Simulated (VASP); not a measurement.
Write the native input for VASP 6.6.1 that does the following.

```
Task                   : single point
Functional             : PBE
Potentials or basis    : VASP PAW PBE potentials, release 64 (Ta_pv, Br, F)
Cutoff                 : 520 eV
k mesh                 : 6 × 6 × 2
Occupations            : gaussian, width 0.1 eV
Spin                   : collinear spin
Starting moments       : [1.0, 0.0, 0.0, 0.0, 0.0, 0.0] μB
Dipole correction      : no
Further INCAR settings : ALGO = Normal; EDIFF = 1e-06; NBANDS = 36
```

The structure of TaBr3F2 lies in POSCAR:

```
TaBr3F2
1.0
    2.9660159387      0.0000000000      0.0000000000
    0.0000000000      2.9660159387      0.0000000000
    0.0000000000      0.0000000000     14.0845410634
Ta Br F
1 3 2
Direct
    0.0000000000      0.0000000000      1.0000000000
    0.0000000000      0.0000000000      0.7723442061
    0.0000000000      0.0000000000      0.2276557939
    0.5000000000      0.5000000000      0.5000000000
    0.5000000000      0.5000000000      0.9195532974
    0.5000000000      0.5000000000      0.0804467026
```

The cell was generated, and may not be a known phase.

One way to write it, as run:

INCAR

```
SYSTEM = TaBr3F2
ALGO     = Normal         ! electronic algorithm
EDIFF    = 1E-6           ! SCF threshold, eV
ENCUT    = 520            ! plane-wave cutoff, eV
GGA      = PE             ! functional
ISIF     = 2              ! what is computed and relaxed
ISMEAR   = 0              ! smearing method
ISPIN    = 2              ! spin polarisation
LASPH    = .True.         ! aspherical terms in the spheres
LCHARG   = .False.        ! write CHGCAR
LMAXMIX  = 4              ! l up to which the mixer works
LORBIT   = 11             ! projections on sites
LREAL    = .False.        ! projectors in reciprocal space
LWAVE    = .False.        ! write WAVECAR
MAGMOM   = 1 0 0 0 0 0    ! initial moments
NBANDS   = 36             ! bands
NELM     = 150            ! most SCF steps
PREC     = Accurate       ! precision mode
SIGMA    = 0.1            ! smearing width, eV
```

KPOINTS

```
k-points
0
Gamma
  6 6 2
  0 0 0
```

Potentials or basis: VASP PAW PBE potentials, release 64 (Ta_pv, Br, F).

Command:

```sh
$ cat potpaw_PBE.64/Ta_pv/POTCAR potpaw_PBE.64/Br/POTCAR potpaw_PBE.64/F/POTCAR > POTCAR
$ mpirun -np 1 vasp_std > vasp.out
```

Results of the run:

```yaml
Pressure: 0.2 GPa
Largest_force: 0.021 eV/Å
Net_moment: 0.20 μB per cell
Site_moments: Ta +0.15; Br -0.00; F +0.01 μB
Valence_electrons_inside_the_program's_atomic_spheres: Ta 8.53; Br 4.74, 4.69 (each value once); F 6.06
```

Caveat: this functional lacks dispersion, which binds layers or chains, so the pressure and a relaxed spacing across them are unreliable.

Run time: 3 min on 1 thread of Intel(R) Xeon(R) Platinum 8488C (Sapphire Rapids) (shared host), peak memory 0.36 GiB.
